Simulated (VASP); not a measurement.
# Y3W: single point with r2SCAN

Y3W:

```xyz
4
Lattice="4.6982 0.0000 0.0000 0.0000 4.6982 0.0000 0.0000 0.0000 4.6982" Properties=species:S:1:pos:R:3 pbc="T T T"
Y     0.0000    2.3491    2.3491
Y     2.3491    0.0000    2.3491
Y     2.3491    2.3491    0.0000
W     0.0000    0.0000    0.0000
```

```yaml
Program: VASP 6.6.1
Task: single point
Functional: r2SCAN
Potentials_or_basis: VASP PAW PBE potentials, release 64 (Y_sv, W_sv)
Cutoff: 550 eV
k_mesh: 10 × 10 × 10
Occupations: gaussian, width 0.1 eV
Spin: no spin polarisation
```

```json
{
 "Pressure": "0.1 GPa",
 "Band gap on the k mesh": "zero (an odd number of electrons rules out a gap without spin polarisation)"
}
```

Levels at points of the mesh, in eV from the Fermi level:
| k point | band 21 | band 22 | band 23 | band 24 | band 25 | band 26 | band 27 | band 28 |
| --- | --- | --- | --- | --- | --- | --- | --- | --- |
| (0.00, 0.00, 0.00) | -1.80 | -1.80 | -1.80 | 1.48 | 1.48 | 1.48 | 2.72 | 2.72 |
| (0.50, 0.00, 0.00) | -1.03 | -0.54 | -0.54 | 0.12 | 0.12 | 0.13 | 0.48 | 2.38 |
| (0.50, 0.50, 0.00) | -0.56 | -0.56 | -0.43 | -0.14 | -0.07 | 0.55 | 0.73 | 0.73 |
| (0.50, 0.50, 0.50) | 0.40 | 0.40 | 0.80 | 0.80 | 0.80 | 1.03 | 1.03 | 1.03 |

It took 10 min on 1 thread of Oxide Virtual Turin-like Processor, on a shared host, peak memory 0.32 GiB.

Caveat: the PAW data sets were made with another functional, which shifts forces and pressure a little; spin-orbit coupling is left out, which moves the levels of the heavy elements.
